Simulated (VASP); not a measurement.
Input of a VASP 6.6.1 run:

Contents of INCAR:

```
SYSTEM = Ta
PREC = Accurate ; ENCUT = 520
EDIFF = 1E-6 ; ISMEAR = -1
SIGMA = 0.1 ; LREAL = .False.
LASPH = .True. ; NELM = 80
ALGO = Normal ; ISIF = 2
LWAVE = .False. ; LCHARG = .False.
GGA = B5 ; ALDAX = 1.0
AGGAX = 1.0 ; AGGAC = 1.0
ALDAC = 0.0 ; NBANDS = 18
```

KPOINTS

```
regular mesh
0
Gamma
  10 10 10
  0 0 0
```

Contents of POSCAR:

```
Ta
1.0
    0.0000000000      3.1833210975      3.1833210975
    3.1833210975      0.0000000000      3.1833210975
    3.1833210975      3.1833210975      0.0000000000
Ta
2
Direct
    0.1250000000      0.1250000000      0.1250000000
    0.8750000000      0.8750000000      0.8750000000
```

Potentials or basis: VASP PAW PBE potentials, release 64 (Ta_pv).

Command:

```bash
$ cat potpaw_PBE.64/Ta_pv/POTCAR > POTCAR
$ mpirun -np 1 vasp_std > vasp.out
```

Problem. Predict the pressure.

Solution. -4.0 GPa.

Problem. Predict the band gap on the k mesh.

Solution. Zero (band 11 reaches 2.30 eV, above the bottom of band 12 at 1.55 eV).

Caveat: the PAW data sets were made with another functional, which shifts forces and pressure a little; spin-orbit coupling is left out, which moves the levels of the heavy elements.
